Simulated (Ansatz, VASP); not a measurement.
KF in VASP and in Ansatz

INCAR

```
SYSTEM = KF
PREC     = Accurate       ! precision mode
ENCUT    = 520            ! plane-wave cutoff, eV
EDIFF    = 1E-6           ! SCF threshold, eV
ISMEAR   = 0              ! smearing method
SIGMA    = 0.05           ! smearing width, eV
LREAL    = .FALSE.        ! projectors in reciprocal space
LASPH    = .TRUE.         ! aspherical terms in the spheres
NELM     = 100            ! most SCF steps
ALGO     = Normal         ! electronic algorithm
ISIF     = 2              ! what is computed and relaxed
LWAVE    = .FALSE.        ! write WAVECAR
LCHARG   = .FALSE.        ! write CHGCAR
GGA      = CA             ! functional
NBANDS   = 15             ! bands
```

The input KPOINTS:

```
regular mesh
0
G
  8 8 8
  0 0 0
```

POSCAR

```
KF
1.0
    3.2100706750      0.0000000000      0.0000000000
    0.0000000000      3.2100706750      0.0000000000
    0.0000000000      0.0000000000      3.2100706750
K F
1 1
Direct
    0.0000000000      0.0000000000      0.0000000000
    0.5000000000      0.5000000000      0.5000000000
```

Input for Ansatz:

```yaml
crystal:
  lattice:
    - [3.210070675, 0.0, 0.0]
    - [0.0, 3.210070675, 0.0]
    - [0.0, 0.0, 3.210070675]
  atoms:
    - { symbol: K, position: [0.0, 0.0, 0.0] }
    - { symbol: F, position: [0.5, 0.5, 0.5] }
basis:
  ecutwfc: 420
kpoints:
  mp_grid: { grid: [8, 8, 8] }
hamiltonian:
  xc: lda
scf:
  occupations: { method: gaussian, width: 0.05 }
output:
  forces: true
  stress: true
  eigenvalues: true
  write_density: true
  write_potential: true
  elf: true
  volumetric_format: npy
```

Change from the starting cell: strain -0.015 along x and y, -0.015 along z, atoms carried along.

Alike in both runs: task single point; functional LDA; k mesh 8 × 8 × 8; occupations gaussian, width 0.05 eV; no spin polarisation.

|  | VASP | Ansatz |
| --- | --- | --- |
| version | VASP 6.6.1 | Ansatz 0.2.0 |
| potentials or method | VASP PAW LDA potentials, release 64 (K_sv, F), cutoff 520 eV | scalar-relativistic, plane waves, PAW |
| valence electrons in the cell | 16 | 16 |

```csv
,VASP,Ansatz,Ansatz less VASP
gap on the k mesh at the Fermi level (eV),6.23,6.24,+0.016
least direct gap on the mesh (eV),6.27,6.28,+0.014
pressure (GPa),-4.6,-4.7,-0.13
```

LDA's correlation is that of Perdew and Zunger in VASP and of Perdew and Wang (1992) in Ansatz.
